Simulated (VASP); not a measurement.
Write the native input for VASP 6.6.1 that does the following.

```
Task                   : single point
Functional             : PBE
Potentials or basis    : VASP PAW PBE potentials, release 64 (Br)
Cutoff                 : 520 eV
k mesh                 : 5 × 2 × 5
Occupations            : fermi-dirac, width 0.0417 eV
Spin                   : no spin polarisation
Dipole correction      : no
Further INCAR settings : ALGO = Normal; EDIFF = 1e-06; NBANDS = 22
```

The structure of Br lies in POSCAR:

```
Br
1.0
   -3.3324990000      0.0000000000      2.3925630000
    0.0000000000     -8.8225770000      0.0000000000
    3.3324990000      0.0000000000      2.3925630000
Br
4
Direct
    0.1300000000      0.9000000000      0.1300000000
    0.6300000000      0.6000000000      0.6300000000
    0.8700000000      0.1000000000      0.8700000000
    0.3700000000      0.4000000000      0.3700000000
```

The input as run:

INCAR

```
PREC = Accurate
ENCUT = 520
EDIFF = 1E-6
ISMEAR = -1
SIGMA = 0.0417
LREAL = F
LASPH = T
NELM = 100
ALGO = Normal
ISIF = 2
LWAVE = F
LCHARG = F
GGA = PE
NBANDS = 22
```

KPOINTS

```
regular mesh
0
Gamma
  5 2 5
```

Potentials or basis: VASP PAW PBE potentials, release 64 (Br).

Command:

```sh
$ cat potpaw_PBE.64/Br/POTCAR > POTCAR
$ mpirun -np 1 vasp_std > vasp.out
```

Results of the run:

```json
{
 "Pressure": "5.7 GPa",
 "Largest force": "3.251 eV/Å",
 "Band gap on the k mesh": "2.42 eV (least direct gap 2.44 eV)"
}
```

Caveat: the stress differs along the axes, from 1 to 11 GPa; this functional lacks dispersion, which holds the molecules together, so the pressure and a relaxed volume are unreliable; forces of over 1 eV/Å act on the atoms, so gaps and moduli don't describe the material at rest.

Wall time 80 s on 1 thread of Intel Xeon 8259CL, on a shared host, peak memory 0.24 GiB.
